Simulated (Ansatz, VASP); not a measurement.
## SiC: VASP beside Ansatz

```
Si C
1.0
     0.00000    2.17805    2.11271
     2.17805    0.00000    2.11271
     2.17805    2.17805    0.00000
Si C
1 1
Direct
  0.00000 0.00000 0.00000
  0.25000 0.25000 0.25000
```

Change from the starting cell: uniaxial_z strain -3.0%.

Alike in both runs: task single point; functional HSE06; k mesh 8 × 8 × 8; no spin polarisation.

|  | VASP | Ansatz |
| --- | --- | --- |
| version | VASP 6.6.1 | Ansatz 0.2.0 |
| potentials or method | VASP PAW PBE potentials, release 64 (Si, C) | plane waves, PAW |
| plane-wave cutoff (eV) | 520 | 420 |
| occupations | gaussian, width 0.01 eV | fixed |
| valence electrons in the cell | 8 | 8 |

Ansatz gave:

| Item | Value |
| --- | --- |
| gap on the k mesh at the Fermi level (eV) | 1.88 |
| pressure (GPa) | 6.2 |
| traceless stress, the component that is largest in VASP (GPa) | 5.25 |

Problem. What did VASP give for the same quantities?

Solution. gap on the k mesh at the Fermi level (eV): 1.88; pressure (GPa): 5.7; traceless stress, the component that is largest in VASP (GPa): 5.29.

Ansatz's warnings: stress exchange threshold loose, stress scf threshold loose.
